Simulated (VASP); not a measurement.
# Be: single point with PBE+D3(BJ)

The system is Be.

```
Be
1.0
     2.25117    0.00000    0.00000
    -1.12559    1.94957    0.00000
     0.00000    0.00000    3.55856
Be
2
Direct
  0.28627 0.66667 0.25000
  0.71373 0.33333 0.75000
```

This cell differs from its parent crystal: atoms displaced along a vibrational mode, the cell strained.

```json
{
 "Program": "VASP 6.6.1",
 "Task": "single point",
 "Functional": "PBE",
 "Dispersion": "D3(BJ)",
 "Potentials or basis": "VASP PAW PBE potentials, release 64 (Be)",
 "Cutoff": "520 eV",
 "k mesh": "24 × 24 × 12",
 "Occupations": "gaussian, width 0.15 eV",
 "Spin": "no spin polarisation"
}
```

* Pressure: -5.1 GPa
* Largest force: 0.756 eV/Å
* Band gap on the k mesh: zero (bands 2 and 3 overlap by 2.13 eV)
* Dispersion energy per atom: -0.360 eV

Forces in eV/Å, atoms in the order of the input:
```
Be   0.734  0.181  0.000
Be  -0.734 -0.181  0.000
```

Stress tensor (GPa, compression positive):
```
-6.28  5.32  0.00
 5.32 -5.15  0.00
 0.00  0.00 -3.81
```

Levels at points of the mesh, in eV from the Fermi level:
| k point | band 1 | band 2 | band 3 | band 4 | band 5 |
| --- | --- | --- | --- | --- | --- |
| (0.00, 0.00, 0.00) | -11.48 | -4.60 | 1.03 | 15.64 | 17.03 |
| (0.50, 0.00, 0.00) | -4.71 | -3.85 | 4.38 | 5.36 | 7.98 |
| (0.00, 0.50, 0.00) | -5.10 | -3.19 | 3.53 | 6.49 | 6.72 |
| (0.50, 0.50, 0.00) | -5.39 | -2.47 | 2.94 | 5.50 | 7.51 |
| (0.00, 0.00, 0.50) | -9.32 | -9.32 | 10.60 | 10.60 | 17.68 |
| (0.50, 0.00, 0.50) | -3.89 | -3.89 | 1.96 | 1.96 | 12.08 |
| (0.00, 0.50, 0.50) | -3.72 | -3.72 | 1.57 | 1.57 | 11.97 |
| (0.50, 0.50, 0.50) | -3.45 | -3.45 | 1.00 | 1.00 | 12.05 |

Wall time 110 s on 1 thread of Oxide Virtual Turin-like Processor, on a shared host, peak memory 0.32 GiB.

Caveat: the cell differs from its parent crystal (atoms displaced along a vibrational mode, the cell strained); the cell stands under tension.
